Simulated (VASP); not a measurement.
Set up this calculation in VASP 6.6.1, as the native input.

| Quantity | Value |
| --- | --- |
| Task | relaxation of cell and atoms |
| Functional | PBEsol |
| Dispersion | D3(BJ) |
| Potentials or basis | VASP PAW PBE potentials, release 64 (Ni, Al) |
| Cutoff | 600 eV |
| k mesh | 9 × 9 × 9 |
| Occupations | fermi-dirac, width 0.05 eV |
| Spin | collinear spin, ferromagnetic start |
| Starting moments | [1.0, 0.0] μB |
| Dipole correction | no |
| Further INCAR settings | ALGO = Normal; EDIFF = 1e-06; IBRION = 2; EDIFFG = -0.005; NSW = 80; ISIF = 3 |

The structure of AlNi lies in POSCAR:

```
AlNi
1.0
    2.8810000000      0.0000000000      0.0000000000
    0.0000000000      2.8810000000      0.0000000000
    0.0000000000      0.0000000000      2.8810000000
Ni Al
1 1
Direct
    0.5000000000      0.5000000000      0.5000000000
    0.0000000000      0.0000000000      0.0000000000
```

These files were run (other wordings do the same):

INCAR

```
SYSTEM = AlNi
ALGO = Normal ; EDIFF = 1E-6
EDIFFG = -0.005 ; ENCUT = 600
GGA = PS ; IBRION = 2
ISIF = 3 ; ISMEAR = -1
ISPIN = 2 ; IVDW = 12
LASPH = .TRUE. ; LCHARG = .FALSE.
LMAXMIX = 4 ; LORBIT = 11
LREAL = .FALSE. ; LWAVE = .FALSE.
MAGMOM = 1 0 ; NELM = 150
NSW = 80 ; PREC = Accurate
SIGMA = 0.05
```

KPOINTS

```
k-points
0
G
  9 9 9
  0 0 0
```

Potentials or basis: VASP PAW PBE potentials, release 64 (Ni, Al).

Launch:

```sh
$ cat potpaw_PBE.64/Ni/POTCAR potpaw_PBE.64/Al/POTCAR > POTCAR
$ mpirun -np 1 vasp_std > vasp.out
```

It gave:

```yaml
Relaxed_volume: 11.35 Å³/atom
Relaxed_cell: a = 2.831 Å, b = 2.831 Å, c = 2.831 Å, α = 90.00°, β = 90.00°, γ = 90.00°
Space_group_after_relaxing_to_0.1_Å: Pm-3m (No. 221)
Energy_gained_by_relaxing: 17.4 meV/atom
Ionic_steps: 6
Pressure_after_relaxing: 0.0 GPa
Net_moment: 0.00 μB per cell
Valence_electrons_inside_the_program's_atomic_spheres: Ni 9.57; Al 0.82
Dispersion_energy_per_atom: -0.430 eV
```

Caveat: the PAW data sets were made with another functional, which shifts forces and pressure a little.

It took 54 s on 1 thread of Intel Xeon 8259CL, on a shared host, peak memory 0.17 GiB.
